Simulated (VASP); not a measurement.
Input of a VASP 6.6.1 run:

Contents of POSCAR:

```
Sn
1.0
    0.0000000000      3.2844880277      3.2844880277
    3.2844880277      0.0000000000      3.2844880277
    3.2844880277      3.2844880277      0.0000000000
Sn
2
Direct
    0.0000000000      0.0000000000      0.0000000000
    0.2500000000      0.2500000000      0.2500000000
```

The input INCAR.step1:

```
  ALGO = Normal
  EDIFF = 1E-4
  ENCUT = 520
  GGA = PE
  ISMEAR = -1
  LASPH = True
  LCHARG = False
  LREAL = False
  LWAVE = True
  NBANDS = 21
  NELM = 100
  PREC = Accurate
  SIGMA = 0.02
```

Contents of INCAR.step2:

```
  ALGO = Normal
  EDIFF = 1E-7
  ENCUT = 520
  ISIF = 2
  ISMEAR = -1
  ISTART = 1
  LASPH = True
  LCHARG = False
  LMIXTAU = True
  LREAL = False
  LWAVE = False
  METAGGA = R2SCAN
  NBANDS = 21
  NELM = 100
  PREC = Accurate
  SIGMA = 0.02
```

File KPOINTS:

```
k-points
0
Gamma
  6 6 6
```

Potentials or basis: VASP PAW PBE potentials, release 64 (Sn_d).

Launch:

```console
$ cat potpaw_PBE.64/Sn_d/POTCAR > POTCAR
$ cp INCAR.step1 INCAR
$ mpirun -np 1 vasp_std > vasp.out
$ cp INCAR.step2 INCAR
$ mpirun -np 1 vasp_std > vasp.out
```

Question: What does it give for the band gap on the k mesh?

Answer: Zero (filled and empty bands touch).

Question: Estimate the pressure.

Answer: 0.0 GPa.

Caveat: the PAW data sets were made with another functional, which shifts forces and pressure a little; spin-orbit coupling is left out, which moves the levels of the heavy elements.
